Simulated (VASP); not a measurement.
Input of a VASP 6.6.1 run:

Contents of POSCAR:

```
KF
1.0
    0.0000000000      2.9057488147      2.9057488147
    2.9057488147      0.0000000000      2.9057488147
    2.9057488147      2.9057488147      0.0000000000
K F
1 1
Direct
    0.0000000000      0.0000000000      0.0000000000
    0.2500000000      0.2500000000      0.2500000000
```

Contents of INCAR.step1:

```
PREC = Accurate ; ENCUT = 520
ISMEAR = 0 ; SIGMA = 0.01
LREAL = F ; LASPH = T
NELM = 80 ; NBANDS = 15
GGA = PE ; ALGO = Normal
EDIFF = 1E-4 ; LWAVE = T
LCHARG = F
```

Contents of INCAR.step2:

```
PREC = Accurate ; ENCUT = 520
EDIFF = 1E-6 ; ISMEAR = 0
SIGMA = 0.01 ; LREAL = F
LASPH = T ; NELM = 80
ALGO = Normal ; ISIF = 2
LWAVE = F ; LCHARG = F
METAGGA = R2SCAN ; LMIXTAU = T
NBANDS = 15 ; ISTART = 1
```

Contents of KPOINTS:

```
regular mesh
0
Gamma
  6 6 6
```

Potentials or basis: VASP PAW PBE potentials, release 64 (K_sv, F).

Command:

```bash
$ cat potpaw_PBE.64/K_sv/POTCAR potpaw_PBE.64/F/POTCAR > POTCAR
$ cp INCAR.step1 INCAR
$ mpirun -np 1 vasp_std > vasp.out
$ cp INCAR.step2 INCAR
$ mpirun -np 1 vasp_std > vasp.out
```

(1) Predict the pressure.

(2) Estimate the band gap on the k mesh.

## Answers

(1) 0.8 GPa.

(2) 5.82 eV (least direct gap 6.05 eV).

Caveat: the PAW data sets were made with another functional, which shifts forces and pressure a little.
